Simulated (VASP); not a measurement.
# Re (P6_3/mmc) in VASP: a series of runs

Runs on Re. Level: PBEsol. Tasks: single point, relaxation of cell and atoms.

All numbers are computed with VASP 6.6.1; they aren't measurements. Logs are shortened: lines on timing, memory, paths and dates and some standing lists are left out, and cuts for length are marked.

## Step 1: The cell of the first run

It takes space group P6_3/mmc (No. 194, hexagonal). The conventional cell has a = 2.750 Å, b = 2.750 Å, c = 4.445 Å, α = 90.00°, β = 90.00°, γ = 120.00°. Re (site symmetry -6m2) has 12 Re at 2.73 to 2.75 Å within 3.6 Å.

## Step 2: Single point, PBEsol

Contents of INCAR:

```
SYSTEM = Re
PREC     = Accurate       ! precision mode
ENCUT    = 520            ! plane-wave cutoff, eV
EDIFF    = 1E-6           ! SCF threshold, eV
ISMEAR   = 0              ! smearing method
SIGMA    = 0.05           ! smearing width, eV
LREAL    = .FALSE.        ! projectors in reciprocal space
LASPH    = .TRUE.         ! aspherical terms in the spheres
NELM     = 60             ! most SCF steps
ALGO     = Normal         ! electronic algorithm
ISIF     = 2              ! what is computed and relaxed
LWAVE    = .FALSE.        ! write WAVECAR
LCHARG   = .TRUE.         ! write CHGCAR
GGA      = PS             ! functional
LELF     = .TRUE.         ! ELF
LVHAR    = .TRUE.       
NBANDS   = 14             ! bands
```

Contents of KPOINTS:

```
Automatic mesh
0
G
  18 18 10
  0 0 0
```

Contents of POSCAR:

```
Re
1.0
    2.7497786972      0.0000000000      0.0000000000
   -1.3748893486      2.3813782066      0.0000000000
    0.0000000000      0.0000000000      4.4447414654
Re
2
Direct
    0.3333333333      0.6666666667      0.7500000000
    0.6666666667      0.3333333333      0.2500000000
```

Potentials or basis: VASP PAW PBE potentials, release 64 (Re).

On the command line:

```bash
cat potpaw_PBE.64/Re/POTCAR > POTCAR
mpirun -np 1 vasp_std > vasp.out
```

OUTCAR:

```text
SYSTEM = Re
   PREC = Accurate
   ENCUT = 520
   EDIFF = 1E-6
   ISMEAR = 0
   LREAL = .FALSE.
   LASPH = .TRUE.
   NELM = 60
   ISIF = 2
   GGA = PS

 ion  position               nearest neighbor table
   1  0.333  0.667  0.750-   2 2.73   2 2.73   2 2.73   2 2.73   2 2.73   2 2.73
   2  0.667  0.333  0.250-   1 2.73   1 2.73   1 2.73   1 2.73   1 2.73   1 2.73

  LATTYP: Found a hexagonal cell.
 ALAT       =     2.7497786972
 C/A-ratio  =     1.6163997015

  Lattice vectors:

 A1 = (   2.7497786972,   0.0000000000,   0.0000000000)
 A2 = (  -1.3748893486,   2.3813782066,   0.0000000000)
 A3 = (   0.0000000000,   0.0000000000,   4.4447414654)

Analysis of symmetry for initial positions (statically):
=====================================================================
 Subroutine PRICEL returns:
 Original cell was already a primitive cell.

 Routine SETGRP: Setting up the symmetry group for a
 hexagonal supercell.

 Subroutine GETGRP returns: Found 24 space group operations
 (whereof 12 operations were pure point group operations)
 out of a pool of 24 trial point group operations.

The static configuration has the point symmetry D_3d.
 The point group associated with its full space group is D_6h.

Analysis of symmetry for dynamics (positions and initial velocities):
=====================================================================
 Subroutine PRICEL returns:
 Original cell was already a primitive cell.

 Routine SETGRP: Setting up the symmetry group for a
 hexagonal supercell.

 Subroutine GETGRP returns: Found 24 space group operations
 (whereof 12 operations were pure point group operations)
 out of a pool of 24 trial point group operations.

The dynamic configuration has the point symmetry D_3d.
 The point group associated with its full space group is D_6h.

 Subroutine INISYM returns: Found 24 space group operations
 (whereof 12 operations are pure point group operations),
 and found     1 'primitive' translations

----------------------------------------------------------------------------------------

                                     Primitive cell

  volume of cell :      29.1053

  direct lattice vectors                    reciprocal lattice vectors
     2.749778697  0.000000000  0.000000000     0.363665629  0.209962449  0.000000000
    -1.374889349  2.381378207  0.000000000     0.000000000  0.419924898  0.000000000
     0.000000000  0.000000000  4.444741465     0.000000000  0.000000000  0.224984964

  length of vectors
     2.749778697  2.749778697  4.444741465     0.419924898  0.419924898  0.224984964

  position of ions in fractional coordinates (direct lattice)
     0.333333333  0.666666667  0.750000000
     0.666666667  0.333333333  0.250000000

  ion indices of the primitive-cell ions
   primitive index   ion index
                 1           1
                 2           2

----------------------------------------------------------------------------------------

 KPOINTS: Automatic mesh

Automatic generation of k-mesh.
 Grid dimensions read from file:
 generate k-points for:   18   18   10

 Generating k-lattice:

  Cartesian coordinates                     Fractional coordinates (reciprocal lattice)
     0.020203646  0.011664580  0.000000000     0.055555556  0.000000000  0.000000000
     0.000000000  0.023329161  0.000000000     0.000000000  0.055555556  0.000000000
     0.000000000  0.000000000  0.022498496     0.000000000  0.000000000  0.100000000

  Length of vectors
     0.023329161  0.023329161  0.022498496

  Shift w.r.t. Gamma in fractional coordinates (k-lattice)
     0.000000000  0.000000000  0.000000000

 Subroutine IBZKPT returns following result:
 ===========================================

 Found    222 irreducible k-points:

 Following reciprocal coordinates:
            Coordinates               Weight
  0.000000  0.000000  0.000000      1.000000
  0.055556  0.000000  0.000000      6.000000
  0.111111  0.000000  0.000000      6.000000
  0.166667  0.000000  0.000000      6.000000
  0.222222 -0.000000  0.000000      6.000000
  0.277778 -0.000000  0.000000      6.000000
[... 16 lines left out ...]
  0.333333  0.111111  0.000000     12.000000
  0.388889  0.111111  0.000000     12.000000
 [... further k-points ...]
   k-points           NKPTS =    222   k-points in BZ     NKDIM =    222   number of bands    NBANDS=     14
   number of dos      NEDOS =    301   number of ions     NIONS =      2
   total plane-waves  NPLWV =  14400
   dimension x,y,z NGX =    20 NGY =   20 NGZ =   36
   dimension x,y,z NGXF=    40 NGYF=   40 NGZF=   72
   ions per type =               2
   NGX,Y,Z   is equivalent  to a cutoff of  12.09, 12.09, 13.47 a.u.
   NGXF,Y,Z  is equivalent  to a cutoff of  24.18, 24.18, 26.93 a.u.
 SYSTEM =  Re
   PREC   = accura    normal or accurate (medium, high low for compatibility)
   ISTART =      0    job   : 0-new  1-cont  2-samecut
   ICHARG =      2    charge: 1-file 2-atom 10-const
   ISPIN  =      1    spin polarized calculation?
   LNONCOLLINEAR =      F non collinear calculations
   LSORBIT =      F    spin-orbit coupling
   LASPH  =      T    aspherical Exc in radial PAW
   ENCUT  =  520.0 eV  38.22 Ry    6.18 a.u.   5.11  5.11  8.26*2*pi/ulx,y,z
   NELM   =     60;   NELMIN=  2; NELMDL= -5     # of ELM steps
   EDIFF  = 0.1E-05   stopping-criterion for ELM
   LREAL  =      F    real-space projection
   EDIFFG = 0.1E-04   stopping-criterion for IOM
   NSW    =      0    number of steps for IOM
   IBRION =     -1    ionic relax: 0-MD 1-quasi-New 2-CG
   NFREE  =      0    steps in history (QN), initial steepest desc. (CG)
   ISIF   =      2    stress and relaxation
   ISYM   =      2    0-nonsym 1-usesym 2-fastsym
   POTIM  = 0.5000    time-step for ionic-motion
   TEBEG  =    0.0;   TEEND  =   0.0 temperature during run
   PSTRESS=    0.0 pullay stress
   NELECT =      14.0000    total number of electrons
   NUPDOWN=      -1.0000    fix difference up-down
   EMIN   =  10.00;   EMAX   =-10.00  energy-range for DOS
   EFERMI =   0.00;   METHOD = LEGACY
   ISMEAR =     0;   SIGMA  =   0.05  broadening in eV -4-tet -1-fermi 0-gaus
   EFERMI_NEDOS =   21; number of points for ismear=-14 and -15
   IALGO  =     38    algorithm
   IMIX   =      4    mixing-type and parameters
     AMIX     =   0.40;   BMIX     =  1.00
     AMIX_MAG =   1.60;   BMIX_MAG =  1.00
  volume/ion in A,a.u.               =      14.55        98.21
  Fermi-wavevector in a.u.,A,eV,Ry     =   1.282705  2.423960 22.386087  1.645331
  Thomas-Fermi vector in A             =   2.415000
   LORBIT       =      0    0 simple, 1 ext, 2 COOP (PROOUT), +10 PAW based schemes
   GGA     = PS    functional components
   LHFCALC =     F    Hartree Fock is set to
   AEXX    =    0.0000 exact exchange contribution
   IVDW    =     0    specifies the selected vdW correction
   LEPSILON=     F    determine dielectric tensor
   LRPA    =     F    only Hartree local field effects (RPA)
 non-spin polarized calculation
 Gauss-broadening in eV      SIGMA  =   0.05
  energy-cutoff  :      520.00
  volume of cell :       29.11
 maximum number of plane-waves:       798
   NGX = 11   NGY = 11   NGZ = 17

 number of electron      14.0000001 magnetization

 Free energy of the ion-electron system (eV)
  ---------------------------------------------------
  ext. energy  EPLUGINS =         0.00000000
  ---------------------------------------------------
  free energy    TOTEN  =       -26.73752888 eV

  energy without entropy =      -26.73558291  energy(sigma->0) =      -26.73655590

 E-fermi :   7.8336     XC(G=0): -13.8801

 val. band max:        7.8295590208   @ k =   0.3889   0.2222   0.3000
 cond. band min:       7.8370071604   @ k =   0.3889   0.0000   0.5000
 fundamental gap:      0.0074481396
 Fermi energy:         7.8335963880

 k-point     1 :       0.0000    0.0000    0.0000
  band No.  band energies     occupation
      1      -2.1202      2.00000
      2       1.1292      2.00000
      3       6.2292      2.00000
      4       6.2404      2.00000
      5       6.2404      2.00000
      6       7.0921      2.00000
      7       7.0921      2.00000
      8       8.0482      0.00000
      9       8.0482      0.00000
     10       8.4796      0.00000
     11      11.2745      0.00000
     12      11.2745      0.00000
     13      17.9876      0.00000
     14      22.0464      0.00000

 k-point     2 :       0.0556    0.0000    0.0000
  band No.  band energies     occupation
      1      -1.9914      2.00000
      2       1.2512      2.00000
      3       5.8642      2.00000
      4       6.3586      2.00000
      5       6.5617      2.00000
      6       6.9982      2.00000
      7       7.2041      2.00000
      8       7.7831      1.84662
      9       7.9465      0.00140
     10       8.1545      0.00000
     11      11.3441      0.00000
     12      11.8697      0.00000
     13      17.9838      0.00000
     14      22.3360      0.00000

 k-point     3 :       0.1111    0.0000    0.0000
  band No.  band energies     occupation
      1      -1.6161      2.00000
      2       1.5939      2.00000
      3       5.4309      2.00000
      4       6.6881      2.00000
      5       6.7091      2.00000
      6       6.8495      2.00000
      7       6.9775      2.00000
      8       7.5348      2.00000
      9       7.6798      1.99999
     10       7.9071      0.03770
     11      11.5175      0.00000
     12      13.0782      0.00000
     13      17.9410      0.00000
     14      23.1368      0.00000
[... 324 lines left out ...]
 k-point    23 :       0.3333    0.1111    0.0000
  band No.  band energies     occupation
      1       1.9902      2.00000
      2       2.4750      2.00000
      3       2.9049      2.00000
      4       5.1135      2.00000
      5       5.7558      2.00000
      6       6.6818      2.00000
      7       6.8692      2.00000
      8      10.1585      0.00000
      9      11.2337      0.00000
     10      11.9927      0.00000
     11      12.5849      0.00000
     12      17.5038      0.00000
     13      18.1431      0.00000
     14      20.2806      0.00000

 k-point    24 :       0.3889    0.1111    0.0000
  band No.  band energies     occupation
      1       2.1898      2.00000
      2       2.3190      2.00000
      3       2.6317      2.00000
      4       5.5438      2.00000
      5       5.7283      2.00000
      6       6.4489      2.00000
      7       7.2115      2.00000
      8      11.1115      0.00000
      9      11.7271      0.00000
     10      12.0125      0.00000
     11      13.5979      0.00000
     12      16.3938      0.00000
     13      18.1412      0.00000
     14      19.2068      0.00000

 [... further k-points ...]
[... 5 lines left out ...]
  --------------------------------------------------------------------------------------
  -------------------------------------------------------------------------------------
  Total        0.0071376      0.0071376     -0.0099992     -0.0000000      0.0000000     -0.0000000
  in kB        0.3929085      0.3929085     -0.5504332     -0.0000000      0.0000000     -0.0000000
  external PRESSURE =       0.0784612 kB  Pullay stress =       0.0000000 kB

 VOLUME and BASIS-vectors are now :
 -----------------------------------------------------------------------------
  energy-cutoff  :      520.00
  volume of cell :       29.11
      direct lattice vectors                 reciprocal lattice vectors
     2.749778697  0.000000000  0.000000000     0.363665629  0.209962449  0.000000000
    -1.374889349  2.381378207  0.000000000     0.000000000  0.419924898  0.000000000
     0.000000000  0.000000000  4.444741465     0.000000000  0.000000000  0.224984964

 POSITION                                       TOTAL-FORCE (eV/Angst)
 -----------------------------------------------------------------------------------
     -0.00000      1.58759      3.33356        -0.000000      0.000000      0.000000
      1.37489      0.79379      1.11119         0.000000      0.000000      0.000000
 -----------------------------------------------------------------------------------
    total drift:                               -0.000000      0.000000     -0.000000

  FREE ENERGIE OF THE ION-ELECTRON SYSTEM (eV)
  ---------------------------------------------------
  free  energy   TOTEN  =       -26.7375288776 eV

  energy  without entropy=      -26.7355829139  energy(sigma->0) =      -26.73655590
```

It took 42 s on 1 thread of Intel Xeon Platinum 8488C (Sapphire Rapids), shared host; peak memory 0.19 GiB.

What came out:

```
Free energy            : -26.7375 eV
Pressure               : 0.0 GPa
Band gap on the k mesh : zero (bands 7 and 8 overlap by 3.23 eV)
```

Caveat: the PAW data sets were made with another functional, which shifts forces and pressure a little; spin-orbit coupling is left out, which moves the levels of the heavy elements.

## Step 3: Relaxation of cell and atoms, PBEsol

This run uses another cell than the first one, of 14.70 Å³/atom.

Contents of INCAR:

```
SYSTEM = Re
PREC = Accurate
ENCUT = 600
EDIFF = 1E-6
ISMEAR = 0
SIGMA = 0.05
LREAL = .FALSE.
LASPH = .TRUE.
NELM = 60
ALGO = Normal
ISIF = 3
LWAVE = .FALSE.
LCHARG = .FALSE.
GGA = PS
IBRION = 2
NSW = 80
EDIFFG = -0.01
```

Contents of KPOINTS:

```
regular mesh
0
G
  18 18 10
  0 0 0
```

Contents of POSCAR:

```
Re
1.0
    2.7600000000      0.0000000000      0.0000000000
   -1.3800000000      2.3902301144      0.0000000000
    0.0000000000      0.0000000000      4.4574000000
Re
2
Direct
    0.3333333333      0.6666666667      0.7500000000
    0.6666666667      0.3333333333      0.2500000000
```

Potentials or basis: VASP PAW PBE potentials, release 64 (Re).

On the command line:

```bash
cat potpaw_PBE.64/Re/POTCAR > POTCAR
mpirun -np 1 vasp_std > vasp.out
```

Run time: 2.1 min. Hardware: 1 thread of Intel Xeon Platinum 8488C (Sapphire Rapids), shared host; peak memory 0.23 GiB.

The run converged. Its results:

```
Free energy                           : -26.7392 eV
Relaxed volume                        : 14.56 Å³/atom
Relaxed cell                          : a = 2.751 Å, b = 2.751 Å, c = 4.444 Å, α = 90.00°, β = 90.00°, γ = 120.00°
Space group after relaxing (to 0.1 Å) : P6_3/mmc (No. 194)
Energy gained by relaxing             : 1.8 meV/atom
Ionic steps                           : 8
Pressure after relaxing               : -0.1 GPa
Band gap on the k mesh                : zero (bands 7 and 8 overlap by 3.23 eV)
```

Stress tensor (GPa, compression positive):
```
-0.10  0.00  0.00
 0.00 -0.10  0.00
 0.00  0.00  0.02
```

Step by step:
| step | energy change (eV) | largest force (eV/Å) | pressure (GPa) | volume (Å³) |
| --- | --- | --- | --- | --- |
| 1 | 0.0000 | 0.0000 | -3.87 | 29.41 |
| 2 | 0.0626 | 0.0000 | 18.42 | 27.92 |
| 3 | -0.0036 | 0.0000 | -0.08 | 29.12 |
| 4 | -0.0036 | 0.0000 | -0.05 | 29.12 |
| 5 | -0.0035 | 0.0000 | 0.11 | 29.10 |
| 6 | -0.0036 | 0.0000 | 0.16 | 29.11 |
| 7 | -0.0035 | 0.0000 | -0.60 | 29.16 |
| 8 | -0.0036 | 0.0000 | -0.06 | 29.12 |

Final structure:
```
CELL_PARAMETERS angstrom
2.75072 0.00000 0.00000
-1.37536 2.38219 0.00000
0.00000 0.00000 4.44399
ATOMIC_POSITIONS crystal
Re 0.33333 0.66667 0.75000
Re 0.66667 0.33333 0.25000
```

Levels at points of the mesh, in eV from the Fermi level:
| k point | band 3 | band 4 | band 5 | band 6 | band 7 | band 8 | band 9 | band 10 | band 11 |
| --- | --- | --- | --- | --- | --- | --- | --- | --- | --- |
| (0.00, 0.00, 0.00) | -1.60 | -1.59 | -1.59 | -0.74 | -0.74 | 0.21 | 0.21 | 0.65 | 3.44 |
| (0.50, 0.00, 0.00) | -5.32 | -1.95 | -1.72 | -1.37 | -0.59 | 4.06 | 4.47 | 4.61 | 6.18 |
| (0.00, 0.00, 0.50) | -2.40 | -2.40 | -1.72 | -1.72 | -1.72 | -1.72 | 2.61 | 2.61 | 2.61 |
| (0.50, 0.00, 0.50) | -4.14 | -4.14 | 0.42 | 0.42 | 0.96 | 0.96 | 4.38 | 4.38 | 4.88 |

Caveat: the PAW data sets were made with another functional, which shifts forces and pressure a little; spin-orbit coupling is left out, which moves the levels of the heavy elements.
